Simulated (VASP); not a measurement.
# Rh (Fm-3m) in VASP: notebook, part 2 of 2

VASP 6.6.1.

## 4. Electric field gradients, PBEsol (volume scaled by 1.04)

INCAR

```
  ALGO = Normal
  EDIFF = 1E-8
  ENCUT = 520
  GGA = PS
  ISIF = 2
  ISMEAR = -1
  LASPH = True
  LCHARG = False
  LEFG = True
  LREAL = False
  LWAVE = False
  NBANDS = 14
  NELM = 60
  PREC = Accurate
  SIGMA = 0.08
```

KPOINTS

```
k-points
0
Gamma
  16 16 16
```

POSCAR

```
Rh
1.0
    0.0000000000      1.9265732643      1.9265732643
    1.9265732643      0.0000000000      1.9265732643
    1.9265732643      1.9265732643      0.0000000000
Rh
1
Direct
    0.0000000000      0.0000000000      0.0000000000
```

Potentials or basis: VASP PAW PBE potentials, release 64 (Rh_pv).

The run is started by

```sh
$ cat potpaw_PBE.64/Rh_pv/POTCAR > POTCAR
$ mpirun -np 1 vasp_std > vasp.out
```

OUTCAR:

```text
EDIFF = 1E-8
   ENCUT = 520
   GGA = PS
   ISIF = 2
   ISMEAR = -1
   LASPH = True
   LREAL = False
   NELM = 60
   PREC = Accurate

 ion  position               nearest neighbor table
   1  0.000  0.000  0.000-

  LATTYP: Found a face centered cubic cell.
 ALAT       =     3.8531465286

  Lattice vectors:

 A1 = (   0.0000000000,   1.9265732643,   1.9265732643)
 A2 = (   1.9265732643,   0.0000000000,   1.9265732643)
 A3 = (   1.9265732643,   1.9265732643,   0.0000000000)

Analysis of symmetry for initial positions (statically):
=====================================================================
 Subroutine PRICEL returns:
 Original cell was already a primitive cell.

 Routine SETGRP: Setting up the symmetry group for a
 face centered cubic supercell.

 Subroutine GETGRP returns: Found 48 space group operations
 (whereof 48 operations were pure point group operations)
 out of a pool of 48 trial point group operations.

The static configuration has the point symmetry O_h .

Analysis of symmetry for dynamics (positions and initial velocities):
=====================================================================
 Subroutine PRICEL returns:
 Original cell was already a primitive cell.

 Routine SETGRP: Setting up the symmetry group for a
 face centered cubic supercell.

 Subroutine GETGRP returns: Found 48 space group operations
 (whereof 48 operations were pure point group operations)
 out of a pool of 48 trial point group operations.

The dynamic configuration has the point symmetry O_h .

[... 152 lines left out ...]
      1     -35.2198      2.00000
      2     -35.2198      2.00000
      3     -35.2198      2.00000
      4       3.2812      2.00000
      5       8.1344      2.00000
      6       8.1344      2.00000
      7       8.1344      2.00000
      8      10.1196      1.99998
      9      10.1196      1.99998
     10      27.0000      0.00000
     11      31.5301      0.00000
     12      32.2269      0.00000
     13      32.2269      0.00000
     14      32.2269      0.00000
[... 377 lines left out ...]
      1     -35.2803      2.00000
      2     -35.2382      2.00000
      3     -35.2246      2.00000
      4       3.6791      2.00000
      5       7.9463      2.00000
      6       8.2730      2.00000
      7       8.3173      2.00000
      8       9.9451      2.00000
      9      10.1441      1.99997
     10      27.5376      0.00000
     11      30.5454      0.00000
     12      31.5344      0.00000
     13      32.2292      0.00000
     14      33.0478      0.00000

 [... further k-points ...]
[... 5 lines left out ...]
  --------------------------------------------------------------------------------------
  -------------------------------------------------------------------------------------
  Total       -1.2884607     -1.2884607     -1.2884607      0.0000000      0.0000000     -0.0000000
  in kB     -144.3428191   -144.3428191   -144.3428191      0.0000000      0.0000000     -0.0000000
  external PRESSURE =    -144.3428191 kB  Pullay stress =       0.0000000 kB

 VOLUME and BASIS-vectors are now :
 -----------------------------------------------------------------------------
  energy-cutoff  :      520.00
  volume of cell :       14.30
      direct lattice vectors                 reciprocal lattice vectors
     0.000000000  1.926573264  1.926573264    -0.259528153  0.259528153  0.259528153
     1.926573264  0.000000000  1.926573264     0.259528153 -0.259528153  0.259528153
     1.926573264  1.926573264  0.000000000     0.259528153  0.259528153 -0.259528153

 POSITION                                       TOTAL-FORCE (eV/Angst)
 -----------------------------------------------------------------------------------
      0.00000      0.00000      0.00000        -0.000000      0.000000      0.000000
 -----------------------------------------------------------------------------------
    total drift:                                0.000000     -0.000000      0.000000

  FREE ENERGIE OF THE ION-ELECTRON SYSTEM (eV)
  ---------------------------------------------------
  free  energy   TOTEN  =        -8.1144184027 eV

  energy  without entropy=       -8.0830284110  energy(sigma->0) =       -8.09872341

 Electric field gradients (V/A^2)
---------------------------------------------------------------------
 ion       V_xx      V_yy      V_zz      V_xy      V_xz      V_yz
---------------------------------------------------------------------
   1      -0.000     0.000    -0.000    -0.000    -0.000    -0.000
---------------------------------------------------------------------

 Electric field gradients after diagonalization (V/A^2)
 (convention: |V_zz| > |V_xx| > |V_yy|)
----------------------------------------------------------------------
 ion       V_xx      V_yy      V_zz     asymmetry (V_yy - V_xx)/ V_zz
----------------------------------------------------------------------
   1       0.000     0.000    -0.000       0.000
----------------------------------------------------------------------

           NMR quadrupolar parameters

 Cq : quadrupolar parameter    Cq=e*Q*V_zz/h
 eta: asymmetry parameters     (V_yy - V_xx)/ V_zz
 Q  : nuclear electric quadrupole moment in mb (millibarn)
----------------------------------------------------------------------
 ion       Cq(MHz)       eta       Q (mb)
----------------------------------------------------------------------
   1      -0.000       0.000       1.000
----------------------------------------------------------------------
```

stdout:

```text
POSCAR found type information on POSCAR Rh
 POSCAR found :  1 types and       1 ions
 scaLAPACK will be used
 -----------------------------------------------------------------------------
|                                                                             |
|                                                                             |
|     You enforced a specific xc type in the INCAR file but a different       |
|     I HOPE YOU KNOW WHAT YOU ARE DOING!                                     |
|                                                                             |
 -----------------------------------------------------------------------------

 LDA part: xc-table for (Slater+PW92), standard interpolation
 POSCAR, INCAR and KPOINTS ok, starting setup
 FFT: planning ... GRIDC
 FFT: planning ... GRID_SOFT
 FFT: planning ... GRID
 WAVECAR not read
 entering main loop
ion   1
```

Wall time 9.5 s (1 thread of Intel Xeon 6975P-C (Granite Rapids), shared host); peak memory 0.14 GiB.

Results:

- Free energy: -8.1144 eV
- Pressure: -14.4 GPa

Levels at points of the mesh, in eV from the Fermi level:
```
           k point  band 4  band 5  band 6  band 7  band 8  band 9  band 10  band 11
(0.00, 0.00, 0.00)   -7.76   -2.91   -2.91   -2.91   -0.92   -0.92    15.96    20.49
(0.50, 0.00, 0.00)   -5.84   -2.97   -2.97    0.54    0.54    0.70     8.20    15.45
(0.50, 0.50, 0.00)   -5.97   -5.62    0.53    0.93    0.93    3.14    11.74    13.01
```

Caveat: without QUAD_EFG the Cq values of the log hold for a quadrupole moment of 1 mb, not for the nuclei; the PAW data sets were made with another functional, which shifts forces and pressure a little.

## 5. The runs side by side

```tsv
cell	gap on the mesh (eV)	pressure (GPa)
a = 2.698 Å, angles 60.0°, 1 atom	none	-7.5
a = 2.707 Å, angles 60.0°, 1 atom	none	-10.0
a = 2.725 Å, angles 60.0°, 1 atom	none	-14.4
```

Alike in all rows: task electric field gradients; level PBEsol; potentials or basis VASP PAW PBE potentials, release 64 (Rh_pv); no spin polarisation; k mesh 16 × 16 × 16; cutoff (eV) 520; smearing fermi-dirac 0.08 eV.

Caveats: the PAW data sets were made with another functional, which shifts forces and pressure a little.

Total energies depend on the potentials used, so only differences within one code and one set of settings carry meaning.
